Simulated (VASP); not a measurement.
# W: single point with PBE

The system is W.

```
CELL_PARAMETERS angstrom
0.00000 2.01294 2.01294
2.01294 0.00000 2.01294
2.01294 2.01294 0.00000
ATOMIC_POSITIONS crystal
W 0.00000 0.00000 0.00000
```

This cell differs from its parent crystal: volume scaled by 0.975.

```
Program                : VASP 6.6.1
Task                   : single point
Functional             : PBE
Potentials or basis    : VASP PAW PBE potentials, release 64 (W_sv)
Cutoff                 : 520 eV
k mesh                 : 14 × 14 × 14
Occupations            : fermi-dirac, width 0.05 eV
Spin                   : no spin polarisation
Dipole correction      : no
Further INCAR settings : ALGO = Normal; EDIFF = 1e-06; NBANDS = 13
```

```yaml
Pressure: 2.9 GPa
Band_gap_on_the_k_mesh: zero (band 7 reaches 13.65 eV, above the bottom of band 8 at 10.01 eV)
```

Levels at points of the mesh, in eV from the Fermi level:
```tsv
k point	band 3	band 4	band 5	band 6	band 7	band 8	band 9	band 10	band 11	band 12
(0.00, 0.00, 0.00)	-37.27	-37.27	-9.00	-0.55	-0.55	-0.55	2.61	2.61	12.81	18.06
(0.50, 0.00, 0.00)	-37.42	-37.42	-5.62	-0.77	-0.77	0.67	5.10	5.10	10.40	12.45
(0.50, 0.50, 0.00)	-37.69	-37.69	-5.51	-4.54	3.10	5.07	5.84	5.84	11.81	11.81
```

Wall time 9.2 s on 1 thread of Intel(R) Xeon(R) Platinum 8488C (Sapphire Rapids), on a shared host, peak memory 0.15 GiB.

Caveat: spin-orbit coupling is left out, which moves the levels of the heavy elements.
